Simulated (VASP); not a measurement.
# In (P6_3/mmc) in VASP: single point with PBEsol

Aim: the single point of In with PBEsol.

All numbers are computed with VASP 6.6.1; they aren't measurements. Logs are shortened: lines on timing, memory, paths and dates and some standing lists are left out, and cuts for length are marked.

## Step 1: The cell of the first run

Symmetry: P6_3/mmc, No. 194, hexagonal system. The conventional cell has a = 3.335 Å, b = 3.335 Å, c = 5.509 Å, α = 90.00°, β = 90.00°, γ = 120.00°. Within 4.4 Å of In (site symmetry -6m2) lie 12 In at 3.34 to 3.36 Å.

This isn't the form of In at room conditions, which is tetragonal.

## Step 2: Single point, PBEsol

INCAR reads:

```
  PREC = Accurate
  ENCUT = 520
  EDIFF = 1E-7
  ISMEAR = 0
  SIGMA = 0.05
  LREAL = F
  LASPH = T
  NELM = 60
  ALGO = Normal
  ISIF = 2
  LWAVE = F
  LCHARG = F
  GGA = PS
  NBANDS = 20
```

KPOINTS reads:

```
regular mesh
0
Gamma
  18 18 8
```

POSCAR reads:

```
In
1.0
    3.3354847800      0.0000000000      0.0000000000
   -1.6677423900      2.8886145600      0.0000000000
    0.0000000000      0.0000000000      5.5091429200
In
2
Direct
    0.3333333300      0.6666666700      0.2500000000
    0.6666666700      0.3333333300      0.7500000000
```

Potentials or basis: VASP PAW PBE potentials, release 64 (In_d).

Launch:

```bash
$ cat potpaw_PBE.64/In_d/POTCAR > POTCAR
$ mpirun -np 1 vasp_std > vasp.out
```

OUTCAR:

```text
PREC = Accurate
   ENCUT = 520
   EDIFF = 1E-7
   ISMEAR = 0
   LREAL = F
   LASPH = T
   NELM = 60
   ISIF = 2
   GGA = PS

 ion  position               nearest neighbor table
   1  0.333  0.667  0.250-   2 3.36   2 3.36   2 3.36   2 3.36   2 3.36   2 3.36
   2  0.667  0.333  0.750-   1 3.36   1 3.36   1 3.36   1 3.36   1 3.36   1 3.36

  LATTYP: Found a hexagonal cell.
 ALAT       =     3.3354847800
 C/A-ratio  =     1.6516768276

  Lattice vectors:

 A1 = (   3.3354847800,   0.0000000000,   0.0000000000)
 A2 = (  -1.6677423900,   2.8886145600,   0.0000000000)
 A3 = (   0.0000000000,   0.0000000000,   5.5091429200)

Analysis of symmetry for initial positions (statically):
=====================================================================
 Subroutine PRICEL returns:
 Original cell was already a primitive cell.

 Routine SETGRP: Setting up the symmetry group for a
 hexagonal supercell.

 Subroutine GETGRP returns: Found 24 space group operations
 (whereof 12 operations were pure point group operations)
 out of a pool of 24 trial point group operations.

The static configuration has the point symmetry D_3d.
 The point group associated with its full space group is D_6h.

Analysis of symmetry for dynamics (positions and initial velocities):
=====================================================================
 Subroutine PRICEL returns:
 Original cell was already a primitive cell.

 Routine SETGRP: Setting up the symmetry group for a
 hexagonal supercell.

 Subroutine GETGRP returns: Found 24 space group operations
 (whereof 12 operations were pure point group operations)
 out of a pool of 24 trial point group operations.

The dynamic configuration has the point symmetry D_3d.
 The point group associated with its full space group is D_6h.

 Subroutine INISYM returns: Found 24 space group operations
 (whereof 12 operations are pure point group operations),
 and found     1 'primitive' translations

----------------------------------------------------------------------------------------

                                     Primitive cell

  volume of cell :      53.0802

  direct lattice vectors                    reciprocal lattice vectors
     3.335484780  0.000000000  0.000000000     0.299806495  0.173093360  0.000000000
    -1.667742390  2.888614560  0.000000000     0.000000000  0.346186720  0.000000000
     0.000000000  0.000000000  5.509142920     0.000000000  0.000000000  0.181516438

  length of vectors
     3.335484780  3.335484786  5.509142920     0.346186721  0.346186720  0.181516438

  position of ions in fractional coordinates (direct lattice)
     0.333333330  0.666666670  0.250000000
     0.666666670  0.333333330  0.750000000

  ion indices of the primitive-cell ions
   primitive index   ion index
                 1           1
                 2           2

----------------------------------------------------------------------------------------

 KPOINTS: regular mesh

Automatic generation of k-mesh.
 Grid dimensions read from file:
 generate k-points for:   18   18    8

 Generating k-lattice:

  Cartesian coordinates                     Fractional coordinates (reciprocal lattice)
     0.016655916  0.009616298  0.000000000     0.055555556  0.000000000  0.000000000
     0.000000000  0.019232596  0.000000000     0.000000000  0.055555556  0.000000000
     0.000000000  0.000000000  0.022689555     0.000000000  0.000000000  0.125000000

  Length of vectors
     0.019232596  0.019232596  0.022689555

  Shift w.r.t. Gamma in fractional coordinates (k-lattice)
     0.000000000  0.000000000  0.000000000

 Subroutine IBZKPT returns following result:
 ===========================================

 Found    185 irreducible k-points:

 Following reciprocal coordinates:
            Coordinates               Weight
  0.000000  0.000000  0.000000      1.000000
  0.055556  0.000000  0.000000      6.000000
  0.111111  0.000000  0.000000      6.000000
  0.166667  0.000000  0.000000      6.000000
  0.222222 -0.000000  0.000000      6.000000
  0.277778  0.000000  0.000000      6.000000
[... 16 lines left out ...]
  0.333333  0.111111  0.000000     12.000000
  0.388889  0.111111  0.000000     12.000000
 [... further k-points ...]
   k-points           NKPTS =    185   k-points in BZ     NKDIM =    185   number of bands    NBANDS=     20
   number of dos      NEDOS =    301   number of ions     NIONS =      2
   total plane-waves  NPLWV =  32928
   dimension x,y,z NGX =    28 NGY =   28 NGZ =   42
   dimension x,y,z NGXF=    56 NGYF=   56 NGZF=   84
   ions per type =               2
   NGX,Y,Z   is equivalent  to a cutoff of  13.96, 13.96, 12.67 a.u.
   NGXF,Y,Z  is equivalent  to a cutoff of  27.91, 27.91, 25.35 a.u.
 SYSTEM =  unknown system
   PREC   = accura    normal or accurate (medium, high low for compatibility)
   ISTART =      0    job   : 0-new  1-cont  2-samecut
   ICHARG =      2    charge: 1-file 2-atom 10-const
   ISPIN  =      1    spin polarized calculation?
   LNONCOLLINEAR =      F non collinear calculations
   LSORBIT =      F    spin-orbit coupling
   LASPH  =      T    aspherical Exc in radial PAW
   ENCUT  =  520.0 eV  38.22 Ry    6.18 a.u.   6.20  6.20 10.24*2*pi/ulx,y,z
   NELM   =     60;   NELMIN=  2; NELMDL= -5     # of ELM steps
   EDIFF  = 0.1E-06   stopping-criterion for ELM
   LREAL  =      F    real-space projection
   EDIFFG = 0.1E-05   stopping-criterion for IOM
   NSW    =      0    number of steps for IOM
   IBRION =     -1    ionic relax: 0-MD 1-quasi-New 2-CG
   NFREE  =      0    steps in history (QN), initial steepest desc. (CG)
   ISIF   =      2    stress and relaxation
   ISYM   =      2    0-nonsym 1-usesym 2-fastsym
   POTIM  = 0.5000    time-step for ionic-motion
   TEBEG  =    0.0;   TEEND  =   0.0 temperature during run
   PSTRESS=    0.0 pullay stress
   NELECT =      26.0000    total number of electrons
   NUPDOWN=      -1.0000    fix difference up-down
   EMIN   =  10.00;   EMAX   =-10.00  energy-range for DOS
   EFERMI =   0.00;   METHOD = LEGACY
   ISMEAR =     0;   SIGMA  =   0.05  broadening in eV -4-tet -1-fermi 0-gaus
   EFERMI_NEDOS =   21; number of points for ismear=-14 and -15
   IALGO  =     38    algorithm
   IMIX   =      4    mixing-type and parameters
     AMIX     =   0.40;   BMIX     =  1.00
     AMIX_MAG =   1.60;   BMIX_MAG =  1.00
  volume/ion in A,a.u.               =      26.54       179.10
  Fermi-wavevector in a.u.,A,eV,Ry     =   1.290491  2.438675 22.658704  1.665368
  Thomas-Fermi vector in A             =   2.422320
   LORBIT       =      0    0 simple, 1 ext, 2 COOP (PROOUT), +10 PAW based schemes
   GGA     = PS    functional components
   LHFCALC =     F    Hartree Fock is set to
   AEXX    =    0.0000 exact exchange contribution
   IVDW    =     0    specifies the selected vdW correction
   LEPSILON=     F    determine dielectric tensor
   LRPA    =     F    only Hartree local field effects (RPA)
 non-spin polarized calculation
 Gauss-broadening in eV      SIGMA  =   0.05
  energy-cutoff  :      520.00
  volume of cell :       53.08
 maximum number of plane-waves:      1460
 NGX is ok and might be reduce to    28
   NGX = 13   NGY = 13   NGZ = 21

 number of electron      26.0000008 magnetization

 Free energy of the ion-electron system (eV)
  ---------------------------------------------------
  ext. energy  EPLUGINS =         0.00000000
  ---------------------------------------------------
  free energy    TOTEN  =        -5.94758666 eV

  energy without entropy =       -5.94664451  energy(sigma->0) =       -5.94711558

 E-fermi :   7.2098     XC(G=0): -10.3373

 val. band max:        7.1779765383   @ k =   0.1667   0.0556   0.2500
 cond. band min:       7.2167834150   @ k =   0.3333   0.2222   0.1250
 fundamental gap:      0.0388068767
 Fermi energy:         7.2098400447

 k-point     1 :       0.0000    0.0000    0.0000
  band No.  band energies     occupation
      1      -7.3945      2.00000
      2      -7.3378      2.00000
      3      -7.3059      2.00000
      4      -7.3059      2.00000
      5      -7.2790      2.00000
      6      -7.2790      2.00000
[... 12 lines left out ...]
     19      18.0810      0.00000
     20      18.5679      0.00000

 k-point     2 :       0.0556    0.0000    0.0000
  band No.  band energies     occupation
      1      -7.3900      2.00000
      2      -7.3399      2.00000
      3      -7.3009      2.00000
      4      -7.2971      2.00000
      5      -7.2787      2.00000
      6      -7.2706      2.00000
[... 12 lines left out ...]
     19      18.5687      0.00000
     20      18.8899      0.00000

 k-point     3 :       0.1111    0.0000    0.0000
  band No.  band energies     occupation
      1      -7.3852      2.00000
      2      -7.3407      2.00000
      3      -7.2908      2.00000
      4      -7.2715      2.00000
      5      -7.2712      2.00000
      6      -7.2463      2.00000
[... 12 lines left out ...]
     19      17.9491      0.00000
     20      19.2706      0.00000

 k-point     4 :       0.1667    0.0000    0.0000
  band No.  band energies     occupation
      1      -7.3992      2.00000
      2      -7.3245      2.00000
      3      -7.2923      2.00000
      4      -7.2522      2.00000
      5      -7.2396      2.00000
      6      -7.2372      2.00000
[... 12 lines left out ...]
     19      17.7262      0.00000
     20      18.7356      0.00000

 k-point     5 :       0.2222   -0.0000    0.0000
  band No.  band energies     occupation
      1      -7.4252      2.00000
      2      -7.3162      2.00000
      3      -7.2835      2.00000
      4      -7.2806      2.00000
      5      -7.2538      2.00000
      6      -7.1958      2.00000
[... 12 lines left out ...]
     19      17.2036      0.00000
     20      18.6080      0.00000
[... 353 lines left out ...]
      6      -7.1799      2.00000
[... 12 lines left out ...]
     19      16.6168      0.00000
     20      17.3665      0.00000

 k-point    22 :       0.2778    0.1111    0.0000
  band No.  band energies     occupation
      1      -7.4446      2.00000
      2      -7.3622      2.00000
      3      -7.3248      2.00000
      4      -7.2908      2.00000
      5      -7.2320      2.00000
      6      -7.1682      2.00000
[... 12 lines left out ...]
     19      16.1946      0.00000
     20      17.0739      0.00000

 k-point    23 :       0.3333    0.1111    0.0000
  band No.  band energies     occupation
      1      -7.4649      2.00000
      2      -7.3917      2.00000
      3      -7.3279      2.00000
      4      -7.2972      2.00000
      5      -7.2053      2.00000
      6      -7.1873      2.00000
[... 12 lines left out ...]
     19      15.9049      0.00000
     20      16.8582      0.00000

 k-point    24 :       0.3889    0.1111    0.0000
  band No.  band energies     occupation
      1      -7.4781      2.00000
      2      -7.4111      2.00000
      3      -7.3320      2.00000
      4      -7.3005      2.00000
      5      -7.2001      2.00000
      6      -7.1850      2.00000
[... 12 lines left out ...]
     19      15.7339      0.00000
     20      16.7272      0.00000

 [... further k-points ...]
[... 5 lines left out ...]
  --------------------------------------------------------------------------------------
  -------------------------------------------------------------------------------------
  Total       -0.4380837     -0.4380837     -0.3719732      0.0000000     -0.0000000      0.0000000
  in kB      -13.2231549    -13.2231549    -11.2276708      0.0000000     -0.0000000      0.0000000
  external PRESSURE =     -12.5579935 kB  Pullay stress =       0.0000000 kB

 VOLUME and BASIS-vectors are now :
 -----------------------------------------------------------------------------
  energy-cutoff  :      520.00
  volume of cell :       53.08
      direct lattice vectors                 reciprocal lattice vectors
     3.335484780  0.000000000  0.000000000     0.299806495  0.173093360  0.000000000
    -1.667742390  2.888614560  0.000000000     0.000000000  0.346186720  0.000000000
     0.000000000  0.000000000  5.509142920     0.000000000  0.000000000  0.181516438

 POSITION                                       TOTAL-FORCE (eV/Angst)
 -----------------------------------------------------------------------------------
     -0.00000      1.92574      1.37729         0.000000      0.000000      0.000000
      1.66774      0.96287      4.13186        -0.000000     -0.000000      0.000000
 -----------------------------------------------------------------------------------
    total drift:                               -0.000003      0.000001      0.000000

  FREE ENERGIE OF THE ION-ELECTRON SYSTEM (eV)
  ---------------------------------------------------
  free  energy   TOTEN  =        -5.9475866551 eV

  energy  without entropy=       -5.9466445090  energy(sigma->0) =       -5.94711558
```

Wall time 4 min (1 thread of Intel Xeon 8259CL, shared host); peak memory 0.29 GiB.

What came out:

```
Free energy            : -5.9476 eV
Pressure               : -1.3 GPa
Band gap on the k mesh : zero (bands 13 and 14 overlap by 6.10 eV)
```

Caveat: the PAW data sets were made with another functional, which shifts forces and pressure a little; spin-orbit coupling is left out, which moves the levels of the heavy elements.
